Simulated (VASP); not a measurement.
Pd: single point with PBE

Sheet: Pd, a sheet with vacuum.

```
Pd
1.0
     2.53292    0.00000    0.00000
     0.00000    2.55011    0.00000
     0.00000    0.00000   23.80000
Pd
1
Direct
  0.50000 0.00000 0.29412
```

```json
{
  "Program": "VASP 6.6.1",
  "Task": "single point",
  "Functional": "PBE",
  "Potentials or basis": "VASP PAW PBE potentials, release 64 (Pd)",
  "Cutoff": "520 eV",
  "k mesh": "8 × 6 × 1",
  "Occupations": "gaussian, width 0.1 eV",
  "Spin": "no spin polarisation",
  "Dipole correction": "yes",
  "Further INCAR settings": "ALGO = Normal; EDIFF = 1e-06; NBANDS = 11"
}
```

```json
{
 "Band gap on the k mesh": "zero (band 5 reaches -2.47 eV, above the bottom of band 6 at -4.42 eV)"
}
```

Levels at points of the mesh, in eV from the Fermi level:
```
           k point  band 2  band 3  band 4  band 5  band 6  band 7  band 8  band 9
(0.00, 0.00, 0.00)   -4.44   -1.56   -0.18   -0.14    0.41    2.01    5.41    5.80
(0.50, 0.00, 0.00)   -2.99   -1.32   -0.56    0.08    2.70    6.60    7.67   10.10
(0.00, 0.50, 0.00)   -2.94   -1.22   -0.58    0.10    2.63    6.46    7.58   10.03
(0.50, 0.50, 0.00)   -2.27   -2.20   -0.19    1.71    8.46    8.48   13.33   13.50
```

Run time: 39 s on 1 thread of Intel(R) Xeon(R) Platinum 8488C (Sapphire Rapids) (shared host), peak memory 0.25 GiB.

Caveat: the k points lie up to 0.41 Å⁻¹ apart.
